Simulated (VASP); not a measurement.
Wanted: the native input for a VASP 6.6.1 run.

* Task: single point
* Functional: PBEsol
* Potentials or basis: VASP PAW PBE potentials, release 64 (Na_pv, F)
* Cutoff: 520 eV
* k mesh: 10 × 10 × 10
* Occupations: gaussian, width 0.05 eV
* Spin: no spin polarisation
* Dipole correction: no
* Further INCAR settings: ALGO = Normal; EDIFF = 1e-06; NBANDS = 14

The structure of NaF lies in POSCAR:

```
NaF
1.0
   -0.2452631587      2.2073684284      2.2073684284
    2.2073684284     -0.2452631587      2.2073684284
    2.2073684284      2.2073684284     -0.2452631587
Na F
1 1
Direct
    0.0000000000      0.0000000000      0.0000000000
    0.5000000000      0.5000000000      0.5000000000
```

This cell differs from its parent crystal: ratio of the length along [111] to the lengths across it x 0.85, volume and fractional coordinates fixed.

One way to write it, as run:

INCAR

```
SYSTEM = NaF
ALGO = Normal
EDIFF = 1E-6
ENCUT = 520
GGA = PS
ISIF = 2
ISMEAR = 0
LASPH = .True.
LCHARG = .True.
LELF = .True.
LREAL = .False.
LVHAR = .True.
LWAVE = .False.
NBANDS = 14
NELM = 60
PREC = Accurate
SIGMA = 0.05
```

KPOINTS

```
k-points
0
Gamma
  10 10 10
  0 0 0
```

Potentials or basis: VASP PAW PBE potentials, release 64 (Na_pv, F).

Launch:

```sh
$ cat potpaw_PBE.64/Na_pv/POTCAR potpaw_PBE.64/F/POTCAR > POTCAR
$ mpirun -np 1 vasp_std > vasp.out
```

It gave:

```
Pressure               : -1.0 GPa
Band gap on the k mesh : 5.78 eV, direct
```

Caveat: the PAW data sets were made with another functional, which shifts forces and pressure a little.

Wall time 8.6 s on 1 thread of Intel(R) Xeon(R) 6975P-C (Granite Rapids), with other jobs on the host, peak memory 0.15 GiB.
